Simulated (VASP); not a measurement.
# Ca (Fm-3m) in VASP: a series of runs

Ca is run at these levels: r2SCAN; tasks: single point.

Everything below comes from runs of VASP 6.6.1. Logs are shortened: lines on timing, memory, paths and dates and some standing lists are left out, and cuts for length are marked.

## Step 1: The cell of the first run

The structure is cubic, space group Fm-3m (No. 225). Conventional cell: a = 5.567 Å, b = 5.567 Å, c = 5.567 Å, α = 90.00°, β = 90.00°, γ = 90.00°. Ca (site symmetry m-3m) has 12 Ca at 3.94 Å within 5.2 Å.

## Step 2: Single point, r2SCAN

POSCAR reads:

```
Ca
1.0
    0.0000000000      2.7835023068      2.7835023068
    2.7835023068      0.0000000000      2.7835023068
    2.7835023068      2.7835023068      0.0000000000
Ca
1
Direct
    0.0000000000      0.0000000000      0.0000000000
```

INCAR.step1 reads:

```
SYSTEM = Ca
  PREC = Accurate
  ENCUT = 520
  ISMEAR = -1
  SIGMA = 0.1
  LREAL = .False.
  LASPH = .True.
  NELM = 100
  NBANDS = 11
  GGA = PE
  ALGO = Normal
  EDIFF = 1E-4
  LWAVE = .True.
  LCHARG = .False.
```

INCAR.step2 reads:

```
SYSTEM = Ca
  PREC = Accurate
  ENCUT = 520
  EDIFF = 1E-7
  ISMEAR = -1
  SIGMA = 0.1
  LREAL = .False.
  LASPH = .True.
  NELM = 100
  ALGO = Normal
  ISIF = 2
  LWAVE = .False.
  LCHARG = .True.
  METAGGA = R2SCAN
  LMIXTAU = .True.
  LELF = .True.
  LVHAR = .True.
  NBANDS = 11
  ISTART = 1
```

KPOINTS reads:

```
Automatic mesh
0
Gamma
  6 6 6
  0 0 0
```

Potentials or basis: VASP PAW PBE potentials, release 64 (Ca_sv).

On the command line:

```sh
$ cat potpaw_PBE.64/Ca_sv/POTCAR > POTCAR
$ cp INCAR.step1 INCAR
$ mpirun -np 1 vasp_std > vasp.out
$ cp INCAR.step2 INCAR
$ mpirun -np 1 vasp_std > vasp.out
```

OUTCAR:

```text
SYSTEM = Ca
   PREC = Accurate
   ENCUT = 520
   EDIFF = 1E-7
   ISMEAR = -1
   LREAL = .False.
   LASPH = .True.
   NELM = 100
   ISIF = 2
   METAGGA = R2SCAN
   ISTART = 1

 ion  position               nearest neighbor table
   1  0.000  0.000  0.000-

  LATTYP: Found a face centered cubic cell.
 ALAT       =     5.5670046136

  Lattice vectors:

 A1 = (   0.0000000000,   2.7835023068,   2.7835023068)
 A2 = (   2.7835023068,   0.0000000000,   2.7835023068)
 A3 = (   2.7835023068,   2.7835023068,   0.0000000000)

Analysis of symmetry for initial positions (statically):
=====================================================================
 Subroutine PRICEL returns:
 Original cell was already a primitive cell.

 Routine SETGRP: Setting up the symmetry group for a
 face centered cubic supercell.

 Subroutine GETGRP returns: Found 48 space group operations
 (whereof 48 operations were pure point group operations)
 out of a pool of 48 trial point group operations.

The static configuration has the point symmetry O_h .

Analysis of symmetry for dynamics (positions and initial velocities):
=====================================================================
 Subroutine PRICEL returns:
 Original cell was already a primitive cell.

 Routine SETGRP: Setting up the symmetry group for a
 face centered cubic supercell.

 Subroutine GETGRP returns: Found 48 space group operations
 (whereof 48 operations were pure point group operations)
 out of a pool of 48 trial point group operations.

The dynamic configuration has the point symmetry O_h .

 Subroutine INISYM returns: Found 48 space group operations
 (whereof 48 operations are pure point group operations),
 and found     1 'primitive' translations

----------------------------------------------------------------------------------------

                                     Primitive cell

  volume of cell :      43.1325

  direct lattice vectors                    reciprocal lattice vectors
     0.000000000  2.783502307  2.783502307    -0.179629813  0.179629813  0.179629813
     2.783502307  0.000000000  2.783502307     0.179629813 -0.179629813  0.179629813
     2.783502307  2.783502307  0.000000000     0.179629813  0.179629813 -0.179629813

  length of vectors
     3.936466713  3.936466713  3.936466713     0.311127963  0.311127963  0.311127963

[... 72 lines left out ...]
   NSW    =      0    number of steps for IOM
   IBRION =     -1    ionic relax: 0-MD 1-quasi-New 2-CG
   NFREE  =      0    steps in history (QN), initial steepest desc. (CG)
   ISIF   =      2    stress and relaxation
   ISYM   =      2    0-nonsym 1-usesym 2-fastsym
   POTIM  = 0.5000    time-step for ionic-motion
   TEBEG  =    0.0;   TEEND  =   0.0 temperature during run
   PSTRESS=    0.0 pullay stress
   NELECT =      10.0000    total number of electrons
   NUPDOWN=      -1.0000    fix difference up-down
   EMIN   =  10.00;   EMAX   =-10.00  energy-range for DOS
   EFERMI =   0.00;   METHOD = LEGACY
   ISMEAR =    -1;   SIGMA  =   0.10  broadening in eV -4-tet -1-fermi 0-gaus
   EFERMI_NEDOS =   21; number of points for ismear=-14 and -15
   IALGO  =     38    algorithm
   IMIX   =      4    mixing-type and parameters
     AMIX     =   0.40;   BMIX     =  1.00
     AMIX_MAG =   1.60;   BMIX_MAG =  1.00
  volume/ion in A,a.u.               =      43.13       291.07
  Fermi-wavevector in a.u.,A,eV,Ry     =   1.005711  1.900518 13.761678  1.011455
  Thomas-Fermi vector in A             =   2.138408
   LORBIT       =      0    0 simple, 1 ext, 2 COOP (PROOUT), +10 PAW based schemes
   METAGGA = R2SCAN    functional components
   LHFCALC =     F    Hartree Fock is set to
   AEXX    =    0.0000 exact exchange contribution
   IVDW    =     0    specifies the selected vdW correction
   LEPSILON=     F    determine dielectric tensor
   LRPA    =     F    only Hartree local field effects (RPA)
 non-spin polarized calculation
  energy-cutoff  :      520.00
  volume of cell :       43.13
 maximum number of plane-waves:      1211
 NGX is ok and might be reduce to    30
   NGX = 15   NGY = 15   NGZ = 15

 number of electron       9.9999998 magnetization

 Free energy of the ion-electron system (eV)
  ---------------------------------------------------
  ext. energy  EPLUGINS =         0.00000000
  ---------------------------------------------------
  free energy    TOTEN  =        -7.03726836 eV

  energy without entropy =       -6.98692570  energy(sigma->0) =       -7.01209703

 E-fermi :   1.9682     XC(G=0):  -8.1444

 val. band max:        1.9012007525   @ k =  -0.3333   0.3333   0.1667
 cond. band min:       1.9758482753   @ k =  -0.3333   0.5000   0.1667
 fundamental gap:      0.0746475229
 Fermi energy:         1.9681689755

 k-point     1 :       0.0000    0.0000    0.0000
  band No.  band energies     occupation
      1     -41.9014      2.00000
      2     -21.9337      2.00000
      3     -21.9337      2.00000
      4     -21.9336      2.00000
      5      -2.3332      2.00000
      6       4.5977      0.00000
      7       4.5978      0.00000
      8       4.5978      0.00000
      9       5.7017      0.00000
     10       5.7017      0.00000
     11      11.4192      0.00000
[... 197 lines left out ...]
 k-point    16 :      -0.3333    0.5000    0.1667
  band No.  band energies     occupation
      1     -41.8840      2.00000
      2     -22.0417      2.00000
      3     -22.0025      2.00000
      4     -21.9838      2.00000
      5       1.9758      0.96162
      6       2.6711      0.00177
      7       2.7328      0.00096
      8       5.2145      0.00000
      9       6.5954      0.00000
     10       7.0369      0.00000
     11       7.7069      0.00000

------------------------ aborting loop because EDIFF is reached ----------------------------------------

  FORCE on cell =-STRESS in cart. coord.  units (eV):
  Direction    XX          YY          ZZ          XY          YZ          ZX
  --------------------------------------------------------------------------------------
  -------------------------------------------------------------------------------------
  Total        0.0080744      0.0080744      0.0080744      0.0000000     -0.0000000     -0.0000000
  in kB        0.2999273      0.2999273      0.2999273      0.0000000     -0.0000000     -0.0000000
  external PRESSURE =       0.2999273 kB  Pullay stress =       0.0000000 kB

 VOLUME and BASIS-vectors are now :
 -----------------------------------------------------------------------------
  energy-cutoff  :      520.00
  volume of cell :       43.13
      direct lattice vectors                 reciprocal lattice vectors
     0.000000000  2.783502307  2.783502307    -0.179629813  0.179629813  0.179629813
     2.783502307  0.000000000  2.783502307     0.179629813 -0.179629813  0.179629813
     2.783502307  2.783502307  0.000000000     0.179629813  0.179629813 -0.179629813

 POSITION                                       TOTAL-FORCE (eV/Angst)
 -----------------------------------------------------------------------------------
      0.00000      0.00000      0.00000         0.000000      0.000000     -0.000000
 -----------------------------------------------------------------------------------
    total drift:                               -0.000000     -0.000000      0.000000

  FREE ENERGIE OF THE ION-ELECTRON SYSTEM (eV)
  ---------------------------------------------------
  free  energy   TOTEN  =        -7.0372683605 eV

  energy  without entropy=       -6.9869256999  energy(sigma->0) =       -7.01209703
```

Run time: 25 s. Hardware: 1 thread of Intel Xeon Platinum 8559C (Emerald Rapids), shared host; peak memory 0.16 GiB.

Results:

* Free energy: -7.0373 eV
* Pressure: 0.0 GPa
* Band gap on the k mesh: zero (bands 5 and 6 overlap by 0.36 eV)

Caveat: the PAW data sets were made with another functional, which shifts forces and pressure a little.

## Step 3: Single point, r2SCAN

POSCAR is that of step 2.

INCAR.step1 reads:

```
  PREC = Accurate
  ENCUT = 520
  ISMEAR = -1
  SIGMA = 0.1
  LREAL = False
  LASPH = True
  NELM = 80
  NBANDS = 11
  GGA = PE
  ALGO = Normal
  EDIFF = 1E-4
  LWAVE = True
  LCHARG = False
```

INCAR.step2 reads:

```
  PREC = Accurate
  ENCUT = 520
  EDIFF = 1E-6
  ISMEAR = -1
  SIGMA = 0.1
  LREAL = False
  LASPH = True
  NELM = 80
  ALGO = Normal
  ISIF = 2
  LWAVE = False
  LCHARG = False
  METAGGA = R2SCAN
  LMIXTAU = True
  NBANDS = 11
  ISTART = 1
```

KPOINTS reads:

```
Automatic mesh
0
Gamma
  8 8 8
```

Potentials or basis: VASP PAW PBE potentials, release 64 (Ca_sv).

On the command line:

```sh
$ cat potpaw_PBE.64/Ca_sv/POTCAR > POTCAR
$ cp INCAR.step1 INCAR
$ mpirun -np 1 vasp_std > vasp.out
$ cp INCAR.step2 INCAR
$ mpirun -np 1 vasp_std > vasp.out
```

It took 34 s on 1 thread of Intel Xeon Platinum 8559C (Emerald Rapids), shared host; peak memory 0.17 GiB.

The run converged. Its results:

| Property | Result |
| --- | --- |
| Free energy | -7.0500 eV |
| Pressure | 0.1 GPa |
| Band gap on the k mesh | zero (bands 5 and 6 overlap by 0.57 eV) |

Levels at points of the mesh, in eV from the Fermi level:
```csv
k point,band 2,band 3,band 4,band 5,band 6,band 7,band 8,band 9
"(0.00, 0.00, 0.00)",-23.83,-23.83,-23.83,-4.23,2.71,2.71,2.71,3.81
"(0.50, 0.00, 0.00)",-23.96,-23.85,-23.85,-0.91,-0.28,2.57,2.57,4.51
"(0.50, 0.50, 0.00)",-23.96,-23.88,-23.88,-0.36,0.80,0.93,4.50,4.70
```

Caveat: the PAW data sets were made with another functional, which shifts forces and pressure a little.

(Part 1 of 2 ends here.)

The gap in the log of VASP goes by the Fermi energy; the results here count the filled bands.